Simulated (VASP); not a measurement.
# Ti4Al12O (a cell with a defect) in VASP: further runs

Ti4Al12O (a cell with a defect) is run at these levels: PBE; tasks: single point.

All numbers are computed with VASP 6.6.1; they aren't measurements. Logs are shortened: lines on timing, memory, paths and dates and some standing lists are left out, and cuts for length are marked.

**1. The cell of the first run**

The cell holds a defect, 17 atoms: a = 5.437 Å, b = 5.437 Å, c = 8.624 Å, α = 90.00°, β = 90.00°, γ = 90.00°.

**2. Single point, PBE**

File INCAR:

```
SYSTEM = Ti4Al12O
PREC = Accurate
ENCUT = 520
EDIFF = 1E-7
ISMEAR = 1
SIGMA = 0.1
LREAL = Auto
LASPH = .True.
NELM = 60
ALGO = Normal
ISIF = 2
LWAVE = .False.
LCHARG = .False.
GGA = PE
NBANDS = 59
```

File KPOINTS:

```
Automatic mesh
0
Gamma
  3 3 2
  0 0 0
```

File POSCAR:

```
Ti4Al12O
1.0
    3.8447514400      3.8447514400      0.0000000000
   -3.8447514400      3.8447514400      0.0000000000
    0.0000000000      0.0000000000      8.6237151300
Ti Al O
4 12 1
Direct
   -0.0228400790     -0.0223180666     -0.0006721825
    0.0018386215      0.4974223441      0.4970249431
    0.4968940055      0.0023619089      0.4970247319
    0.5215747623      0.5221002345     -0.0006751962
   -0.0061733993     -0.0056450573      0.4982966901
    0.0109033162      0.4883568343     -0.0218920903
    0.4878342682      0.0114260884     -0.0219008754
    0.5049072161      0.5054283488      0.4982877840
    0.2493652062      0.2498968532      0.2788887521
    0.2493681972      0.7498881335      0.7460593299
    0.7493693102      0.2498935964      0.7460612909
    0.7493665816      0.7498962522      0.2501734518
    0.2493672326      0.2498958669      0.7316544686
    0.2493655144      0.7498937857      0.2571794766
    0.7493678529      0.2498910223      0.2571776220
    0.7493688743      0.7498885998      0.7417012425
    0.2493671974      0.2498925153      0.0635420610
```

Potentials or basis: VASP PAW PBE potentials, release 64 (Ti_sv, Al, O).

On the command line:

```
$ cat potpaw_PBE.64/Ti_sv/POTCAR potpaw_PBE.64/Al/POTCAR potpaw_PBE.64/O/POTCAR > POTCAR
$ mpirun -np 1 vasp_std > vasp.out
```

OUTCAR:

```text
SYSTEM = Ti4Al12O
   PREC = Accurate
   ENCUT = 520
   EDIFF = 1E-7
   ISMEAR = 1
   LREAL = Auto
   LASPH = .True.
   NELM = 60
   ISIF = 2
   GGA = PE

 ion  position               nearest neighbor table
   1  0.977  0.978  0.999-  17 2.17   6 2.67   7 2.67  12 2.78   6 2.79   7 2.79  16 2.83  11 2.91
                            10 2.91  14 2.94  15 2.94  13 3.12
   2  0.002  0.497  0.497-   9 2.68   8 2.70   5 2.70   5 2.74   8 2.74  13 2.78  14 2.82  15 2.82
                            16 2.87  12 2.88  10 2.88  11 2.88
   3  0.497  0.002  0.497-   9 2.68   5 2.70   8 2.70   8 2.74   5 2.74  13 2.78  14 2.82  15 2.82
                            16 2.87  12 2.88  10 2.88  11 2.88
   4  0.522  0.522  0.999-  17 2.17   7 2.67   6 2.67  12 2.78   6 2.79   7 2.79  16 2.83  10 2.91
                            11 2.91  15 2.94  14 2.94  13 3.12
   5  0.994  0.994  0.498-   3 2.70   2 2.70   9 2.73   3 2.74   2 2.74  13 2.81  16 2.82  15 2.83
                            14 2.83  12 2.85  11 2.87  10 2.87
   6  0.011  0.488  0.978-  17 1.98   1 2.67   4 2.67  11 2.78  10 2.78   4 2.79   1 2.79  13 2.81
                            16 2.86  15 3.08  14 3.08  12 3.09   9 3.18
   7  0.488  0.011  0.978-  17 1.98   4 2.67   1 2.67  11 2.78  10 2.78   4 2.79   1 2.79  13 2.81
                            16 2.86  15 3.08  14 3.08  12 3.09   9 3.18
   8  0.505  0.505  0.498-   2 2.70   3 2.70   9 2.73   3 2.74   2 2.74  13 2.81  16 2.82  15 2.83
                            14 2.83  12 2.85  10 2.87  11 2.87
   9  0.249  0.250  0.279-  17 1.86   2 2.68   3 2.68  14 2.73  15 2.73  15 2.73  14 2.73   8 2.73
                             5 2.73   6 3.18   7 3.18
  10  0.249  0.750  0.746-  16 2.72  16 2.72  13 2.72  13 2.72   7 2.78   6 2.78   5 2.87   8 2.87
                             2 2.88   3 2.88   4 2.91   1 2.91
  11  0.749  0.250  0.746-  16 2.72  16 2.72  13 2.72  13 2.72   7 2.78   6 2.78   5 2.87   8 2.87
                             2 2.88   3 2.88   4 2.91   1 2.91
  12  0.749  0.750  0.250-  15 2.72  14 2.72  14 2.72  15 2.72   1 2.78   4 2.78   8 2.85   5 2.85
                             3 2.88   2 2.88   6 3.09   7 3.09
  13  0.249  0.250  0.732-  10 2.72  11 2.72  11 2.72  10 2.72   2 2.78   3 2.78   7 2.81   6 2.81
                             5 2.81   8 2.81   4 3.12   1 3.12
  14  0.249  0.750  0.257-  12 2.72  12 2.72   9 2.73   9 2.73   3 2.82   2 2.82   8 2.83   5 2.83
                             1 2.94   4 2.94   6 3.08   7 3.08
  15  0.749  0.250  0.257-  12 2.72  12 2.72   9 2.73   9 2.73   2 2.82   3 2.82   8 2.83   5 2.83
                             1 2.94   4 2.94   6 3.08   7 3.08
  16  0.749  0.750  0.742-  11 2.72  10 2.72  10 2.72  11 2.72   5 2.82   8 2.82   4 2.83   1 2.83
                             7 2.86   6 2.86   2 2.87   3 2.87
  17  0.249  0.250  0.064-   9 1.86   6 1.98   7 1.98   4 2.17   1 2.17

  LATTYP: Found a simple tetragonal cell.
 ALAT       =     5.4372996304
 C/A-ratio  =     1.5860290431

  Lattice vectors:

 A1 = (   3.8447514400,   3.8447514400,   0.0000000000)
 A2 = (  -3.8447514400,   3.8447514400,   0.0000000000)
 A3 = (   0.0000000000,   0.0000000000,   8.6237151300)

Analysis of symmetry for initial positions (statically):
[... 158 lines left out ...]
   IMIX   =      4    mixing-type and parameters
     AMIX     =   0.40;   BMIX     =  1.00
     AMIX_MAG =   1.60;   BMIX_MAG =  1.00
  volume/ion in A,a.u.               =      15.00       101.21
  Fermi-wavevector in a.u.,A,eV,Ry     =   1.157005  2.186423 18.213593  1.338661
  Thomas-Fermi vector in A             =   2.293621
   LORBIT       =      0    0 simple, 1 ext, 2 COOP (PROOUT), +10 PAW based schemes
   GGA     = PE    functional components
   LHFCALC =     F    Hartree Fock is set to
   AEXX    =    0.0000 exact exchange contribution
   IVDW    =     0    specifies the selected vdW correction
   LEPSILON=     F    determine dielectric tensor
   LRPA    =     F    only Hartree local field effects (RPA)
 non-spin polarized calculation
 Methfessel and Paxton  Order N= 1 SIGMA  =   0.10
  energy-cutoff  :      520.00
  volume of cell :      254.95
 maximum number of plane-waves:      6896
   NGX = 21   NGY = 21   NGZ = 33

 number of electron      90.0000002 magnetization

 Free energy of the ion-electron system (eV)
  ---------------------------------------------------
  ext. energy  EPLUGINS =         0.00000000
  ---------------------------------------------------
  free energy    TOTEN  =       -89.67248035 eV

  energy without entropy =      -89.66557504  energy(sigma->0) =      -89.67017858

 E-fermi :   8.5076     XC(G=0): -10.8509

 val. band max:        8.4811335547   @ k =   0.3333   0.3333   0.0000
 cond. band min:       8.5265910714   @ k =  -0.3333   0.3333   0.5000
 fundamental gap:      0.0454575166
 Fermi energy:         8.5076116054

 k-point     1 :       0.0000    0.0000    0.0000
  band No.  band energies     occupation
      1     -48.2937      2.00000
      2     -48.2902      2.00000
      3     -47.8669      2.00000
      4     -47.8645      2.00000
      5     -24.7456      2.00000
      6     -24.6952      2.00000
[... 469 lines left out ...]
     56      10.9026      0.00000
     57      10.9887      0.00000
 [bands above 57 left out]

------------------------ aborting loop because EDIFF is reached ----------------------------------------

  FORCE on cell =-STRESS in cart. coord.  units (eV):
  Direction    XX          YY          ZZ          XY          YZ          ZX
  --------------------------------------------------------------------------------------
  -------------------------------------------------------------------------------------
  Total        3.2047707      6.8968402      6.4229230      0.0000000      0.0000000      0.0000000
  in kB       20.1394038     43.3410881     40.3629001      0.0000000      0.0000000      0.0000000
  external PRESSURE =      34.6144640 kB  Pullay stress =       0.0000000 kB

 VOLUME and BASIS-vectors are now :
 -----------------------------------------------------------------------------
  energy-cutoff  :      520.00
  volume of cell :      254.95
      direct lattice vectors                 reciprocal lattice vectors
     3.844751440  3.844751440  0.000000000     0.130047419  0.130047419  0.000000000
    -3.844751440  3.844751440  0.000000000    -0.130047419  0.130047419  0.000000000
     0.000000000  0.000000000  8.623715130     0.000000000  0.000000000  0.115959303

 POSITION                                       TOTAL-FORCE (eV/Angst)
 -----------------------------------------------------------------------------------
     -0.00201      7.51588      8.61792         0.000000     -0.004885     -0.007987
     -1.90540      1.91953      4.28620        -0.004989     -0.000000     -0.010962
      1.90135      1.91951      4.28620         0.004989      0.000000     -0.010962
     -0.00202      4.01267      8.61789        -0.000000      0.004885     -0.007987
     -0.00203      7.64406      4.29717        -0.000000     -0.002606      0.005248
     -1.83569      1.91953      8.43492        -0.006387     -0.000000      0.008527
[... 9 lines left out ...]
     -0.00200      5.76427      6.39622        -0.000000     -0.000000     -0.000140
     -0.00202      1.91953      0.54797        -0.000000     -0.000000      0.013264
 -----------------------------------------------------------------------------------
    total drift:                               -0.011139      0.037330     -0.042177

  FREE ENERGIE OF THE ION-ELECTRON SYSTEM (eV)
  ---------------------------------------------------
  free  energy   TOTEN  =       -89.6724803519 eV

  energy  without entropy=      -89.6655750377  energy(sigma->0) =      -89.67017858
```

Wall time 1.8 min (1 thread of AMD EPYC 9R45 (Zen 5), shared host); peak memory 0.31 GiB.

Results:

```yaml
Free_energy: -89.6725 eV
Pressure: 3.5 GPa
Largest_force: 0.013 eV/Å
Band_gap_on_the_k_mesh: zero (bands 45 and 46 overlap by 0.09 eV)
```

Forces in eV/Å, atoms in the order of the input:
```
Ti   0.000 -0.005 -0.008
Ti  -0.005  0.000 -0.011
Ti   0.005  0.000 -0.011
Ti   0.000  0.005 -0.008
Al   0.000 -0.003  0.005
Al  -0.006  0.000  0.009
Al   0.006  0.000  0.009
Al   0.000  0.003  0.005
Al   0.000  0.000 -0.001
Al   0.000  0.000  0.003
Al   0.000  0.000  0.003
Al   0.000  0.000  0.001
Al   0.000  0.000 -0.006
Al   0.000  0.000 -0.001
Al   0.000  0.000 -0.001
Al   0.000  0.000  0.000
O    0.000  0.000  0.013
```

Stress tensor (GPa, compression positive):
```
2.01 0.00 0.00
0.00 4.33 0.00
0.00 0.00 4.04
```

Caveat: the k points lie up to 0.39 Å⁻¹ apart.

**3. Single point, PBE**

File INCAR:

```
  PREC = Accurate
  ENCUT = 520
  EDIFF = 1E-7
  ISMEAR = 1
  SIGMA = 0.1
  LREAL = Auto
  LASPH = True
  NELM = 60
  ALGO = Normal
  ISIF = 2
  LWAVE = False
  LCHARG = False
  GGA = PE
  NBANDS = 59
```

File KPOINTS:

```
regular mesh
0
Gamma
  3 3 2
```

File POSCAR:

```
Ti4Al12O
1.0
    3.8447514400      3.8447514400      0.0000000000
   -3.8447514400      3.8447514400      0.0000000000
    0.0000000000      0.0000000000      8.6237151300
Ti Al O
4 12 1
Direct
    0.0222279706     -0.0224696371     -0.0004278043
   -0.0026237674      0.4975180583      0.4973388105
    0.5022270895      0.0023594808      0.4973316802
    0.4773013063      0.5224388154     -0.0004215749
    0.0053504874     -0.0055951598      0.4985690277
   -0.0118877831      0.4883214957     -0.0215582522
    0.5114406346      0.0116366917     -0.0215684137
    0.4942433027      0.5054936692      0.4985538660
    0.2498312393      0.2499513964      0.2574725607
    0.2497844187      0.7499494432      0.7418722086
    0.7497872248      0.2499800356      0.7319012130
    0.7497842583      0.7499434343      0.2574824020
    0.2497860303      0.2499458503      0.7463556569
    0.2497719853      0.7499627918      0.2506117136
    0.7498252195      0.2499597871      0.2791435828
    0.7497950568      0.7499655973      0.7463487779
   -0.2502297808      0.2500280033      0.0638657221
```

Potentials or basis: VASP PAW PBE potentials, release 64 (Ti_sv, Al, O).

On the command line:

```
$ cat potpaw_PBE.64/Ti_sv/POTCAR potpaw_PBE.64/Al/POTCAR potpaw_PBE.64/O/POTCAR > POTCAR
$ mpirun -np 1 vasp_std > vasp.out
```

It took 2.4 min on 1 thread of AMD EPYC 9R45 (Zen 5), shared host; peak memory 0.32 GiB.

It converged, with:

```yaml
Free_energy: -89.6723 eV
Pressure: 3.5 GPa
Largest_force: 0.021 eV/Å
Band_gap_on_the_k_mesh: zero (bands 45 and 46 overlap by 0.09 eV)
```

Forces on the atoms (eV/Å):
```
Ti  -0.013 -0.006 -0.001
Ti   0.000  0.001 -0.018
Ti   0.001 -0.001 -0.021
Ti   0.007 -0.004 -0.006
Al   0.002  0.000  0.006
Al   0.000  0.005  0.008
Al  -0.001 -0.003  0.008
Al   0.000  0.001  0.007
Al  -0.001 -0.001 -0.001
Al   0.000  0.000  0.006
Al   0.001  0.001 -0.004
Al  -0.001  0.000 -0.002
Al   0.001  0.002  0.001
Al   0.001  0.001 -0.002
Al   0.001  0.000  0.006
Al   0.000  0.002  0.001
O    0.003  0.000  0.012
```

Stress tensor (GPa, compression positive):
```
4.32 0.00 0.00
0.00 2.01 0.00
0.00 0.00 4.06
```

Levels at points of the mesh, in eV from the Fermi level:
```csv
k point,band 42,band 43,band 44,band 45,band 46,band 47,band 48,band 49
"(0.00, 0.00, 0.00)",-0.72,-0.69,-0.50,-0.29,0.57,0.61,0.63,0.73
"(0.00, 0.00, 0.50)",-0.87,-0.67,-0.46,0.03,0.65,0.72,0.78,0.86
```

Caveat: the k points lie up to 0.39 Å⁻¹ apart.

**4. Single point, PBE**

File INCAR:

```
SYSTEM = Ti4Al12O
PREC = Accurate
ENCUT = 520
EDIFF = 1E-6
ISMEAR = 1
SIGMA = 0.1
LREAL = Auto
LASPH = .TRUE.
NELM = 80
ALGO = Normal
ISIF = 2
LWAVE = .FALSE.
LCHARG = .FALSE.
GGA = PE
NBANDS = 59
```

File KPOINTS:

```
regular mesh
0
G
  3 3 2
  0 0 0
```

File POSCAR:

```
Ti4Al12O
1.0
    3.8447514400      3.8447514400      0.0000000000
   -3.8447514400      3.8447514400      0.0000000000
    0.0000000000      0.0000000000      8.6237151300
Ti Al O
4 12 1
Direct
   -0.0228400981     -0.0223180877     -0.0006722161
    0.0018386104      0.4974222729      0.4970248826
    0.4968940203      0.0023619212      0.4970247666
    0.5215748095      0.5221002011     -0.0006752310
   -0.0061733510     -0.0056450983      0.4982967242
    0.0109033056      0.4883567974     -0.0218920729
    0.4878342669      0.0114260962     -0.0219008858
    0.5049071521      0.5054283821      0.4982877954
    0.2493652750      0.2498969088      0.2788887346
    0.2493681360      0.7498881384      0.7460593147
    0.7493693793      0.2498936576      0.7460612860
    0.7493666483      0.7498962014      0.2501735003
    0.2493673557      0.2498958684      0.7316545021
    0.2493655351      0.7498938605      0.2571795295
    0.7493678187      0.2498910567      0.2571776742
    0.7493688591      0.7498885286      0.7417012162
    0.2493672257      0.2498926172      0.0635421036
```

On the command line:

```
$ cat potpaw_PBE.64/Ti_sv/POTCAR potpaw_PBE.64/Al/POTCAR potpaw_PBE.64/O/POTCAR > POTCAR
$ mpirun -np 1 vasp_std > vasp.out
```

Wall time 1.8 min (1 thread of AMD EPYC 9R45 (Zen 5), shared host); peak memory 0.31 GiB.

It converged, with:

* Free energy: -89.6725 eV
* Pressure: 3.5 GPa
* Largest force: 0.013 eV/Å
* Band gap on the k mesh: zero (bands 45 and 46 overlap by 0.09 eV)

Forces in eV/Å, atoms in the order of the input:
```
Ti   0.000 -0.005 -0.008
Ti  -0.005  0.000 -0.011
Ti   0.005  0.000 -0.011
Ti   0.000  0.005 -0.008
Al   0.000 -0.003  0.005
Al  -0.006  0.000  0.009
Al   0.006  0.000  0.009
Al   0.000  0.003  0.005
Al   0.000  0.000 -0.001
Al   0.000  0.000  0.003
Al   0.000  0.000  0.003
Al   0.000  0.000  0.001
Al   0.000  0.000 -0.006
Al   0.000  0.000 -0.001
Al   0.000  0.000 -0.001
Al   0.000  0.000  0.000
O    0.000  0.000  0.013
```

Stress tensor (GPa, compression positive):
```
2.01 0.00 0.00
0.00 4.33 0.00
0.00 0.00 4.04
```

Levels at points of the mesh, in eV from the Fermi level:
```tsv
k point	band 41	band 42	band 43	band 44	band 45	band 46	band 47	band 48	band 49	band 50
(0.00, 0.00, 0.00)	-1.04	-0.72	-0.69	-0.50	-0.29	0.57	0.61	0.63	0.73	0.88
(0.00, 0.00, 0.50)	-1.10	-0.87	-0.67	-0.46	0.03	0.65	0.72	0.78	0.86	0.87
```

Caveat: the k points lie up to 0.39 Å⁻¹ apart.

The gap in the log of VASP goes by the Fermi energy; the results here count the filled bands.